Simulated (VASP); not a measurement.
Write the native input for VASP 6.6.1 that does the following.

- Task: relaxation of shape and atoms at fixed volume
- Functional: PBE
- Potentials or basis: VASP PAW PBE potentials, release 64 (W_sv, Sb)
- Cutoff: 600 eV
- k mesh: 10 × 10 × 6
- Occupations: gaussian, width 0.05 eV
- Spin: no spin polarisation
- Dipole correction: no
- Further INCAR settings: ALGO = Normal; EDIFF = 1e-07; IBRION = 2; EDIFFG = -0.01; NSW = 60; ISIF = 4

The structure of SbW lies in POSCAR:

```
SbW
1.0
    4.5171069624      0.0000000000      0.0000000000
   -2.2585534812      3.9119293811      0.0000000000
    0.0000000000      0.0000000000      5.2901642079
W Sb
2 2
Direct
    0.0000000000      0.0000000000      0.0000000000
    0.0000000000      0.0000000000      0.5000000000
    0.3333333333      0.6666666667      0.2500000000
    0.6666666667      0.3333333333      0.7500000000
```

These files were run (other wordings do the same):

INCAR

```
SYSTEM = SbW
PREC     = Accurate       ! precision mode
ENCUT    = 600            ! plane-wave cutoff, eV
EDIFF    = 1E-7           ! SCF threshold, eV
ISMEAR   = 0              ! smearing method
SIGMA    = 0.05           ! smearing width, eV
LREAL    = .FALSE.        ! projectors in reciprocal space
LASPH    = .TRUE.         ! aspherical terms in the spheres
NELM     = 60             ! most SCF steps
ALGO     = Normal         ! electronic algorithm
ISIF     = 4              ! what is computed and relaxed
LWAVE    = .FALSE.        ! write WAVECAR
LCHARG   = .FALSE.        ! write CHGCAR
GGA      = PE             ! functional
IBRION   = 2              ! ionic algorithm
NSW      = 60             ! ionic steps
EDIFFG   = -0.01          ! ionic threshold
```

KPOINTS

```
Automatic mesh
0
G
  10 10 6
  0 0 0
```

Potentials or basis: VASP PAW PBE potentials, release 64 (W_sv, Sb).

Run with:

```sh
$ cat potpaw_PBE.64/W_sv/POTCAR potpaw_PBE.64/Sb/POTCAR > POTCAR
$ mpirun -np 1 vasp_std > vasp.out
```

Results of the run:

The energy gained by relaxing is 0.3 meV/atom, the ionic steps are 2 and the pressure after relaxing is -7.9 GPa. The band gap on the k mesh is zero (bands 19 and 20 overlap by 1.25 eV).

Caveat: spin-orbit coupling is left out, which moves the levels of the heavy elements.

It took 4.5 min on 1 thread of AMD EPYC 7R43 64-Core Processor (Zen 3) (shared host), peak memory 0.29 GiB.
